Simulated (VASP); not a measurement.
Wanted: the native input for a VASP 6.6.1 run.

```
Task                   : single point
Functional             : r2SCAN
Potentials or basis    : VASP PAW PBE potentials, release 64 (Mn_pv, S)
Cutoff                 : 520 eV
k mesh                 : 12 × 12 × 12
Occupations            : gaussian, width 0.02 eV
Spin                   : collinear spin, ferromagnetic start
Starting moments       : [4.76, 0.12] μB
Dipole correction      : no
Further INCAR settings : ALGO = Normal; EDIFF = 1e-06; NBANDS = 20
```

Crystal: MnS.

```
Mn S
1.0
     0.00000    2.87873    2.87873
     2.87873    0.00000    2.87873
     2.87873    2.87873    0.00000
Mn S
1 1
Direct
  0.00000 0.00000 0.00000
  0.25000 0.25000 0.25000
```

This cell differs from its parent crystal: volume scaled by 1.06.

One way to write it, as run:

POSCAR

```
MnS
1.0
    0.0000000000      2.8787313141      2.8787313141
    2.8787313141      0.0000000000      2.8787313141
    2.8787313141      2.8787313141      0.0000000000
Mn S
1 1
Direct
    0.0000000000      0.0000000000      0.0000000000
    0.2500000000      0.2500000000      0.2500000000
```

INCAR.step1

```
SYSTEM = MnS
ALGO = Normal
EDIFF = 1E-4
ENCUT = 520
GGA = PE
ISMEAR = 0
ISPIN = 2
LASPH = .True.
LCHARG = .False.
LMAXMIX = 4
LREAL = .False.
LWAVE = .True.
MAGMOM = 4.76 0.12
NBANDS = 20
NELM = 150
PREC = Accurate
SIGMA = 0.02
```

INCAR.step2

```
SYSTEM = MnS
ALGO = Normal
EDIFF = 1E-6
ENCUT = 520
ISIF = 2
ISMEAR = 0
ISPIN = 2
ISTART = 1
LASPH = .True.
LCHARG = .False.
LMAXMIX = 4
LMIXTAU = .True.
LORBIT = 11
LREAL = .False.
LWAVE = .False.
MAGMOM = 4.76 0.12
METAGGA = R2SCAN
NBANDS = 20
NELM = 150
PREC = Accurate
SIGMA = 0.02
```

KPOINTS

```
k-points
0
Gamma
  12 12 12
  0 0 0
```

Potentials or basis: VASP PAW PBE potentials, release 64 (Mn_pv, S).

Command:

```sh
$ cat potpaw_PBE.64/Mn_pv/POTCAR potpaw_PBE.64/S/POTCAR > POTCAR
$ cp INCAR.step1 INCAR
$ mpirun -np 1 vasp_std > vasp.out
$ cp INCAR.step2 INCAR
$ mpirun -np 1 vasp_std > vasp.out
```

It gave:

The pressure is -3.3 GPa and the band gap on the k mesh is 1.07 eV, indirect (least direct gap 1.19 eV). The net moment is 5.00 μB per cell. The site moments are Mn +4.50; S +0.06 μB. The valence electrons inside the program's atomic spheres are Mn 11.29; S 3.76.

Caveat: the PAW data sets were made with another functional, which shifts forces and pressure a little; a cell with one magnetic atom can't hold antiferromagnetic order, which such compounds often take.

It took 10 min on 1 thread of Oxide Virtual Turin-like Processor (shared host), peak memory 0.23 GiB.
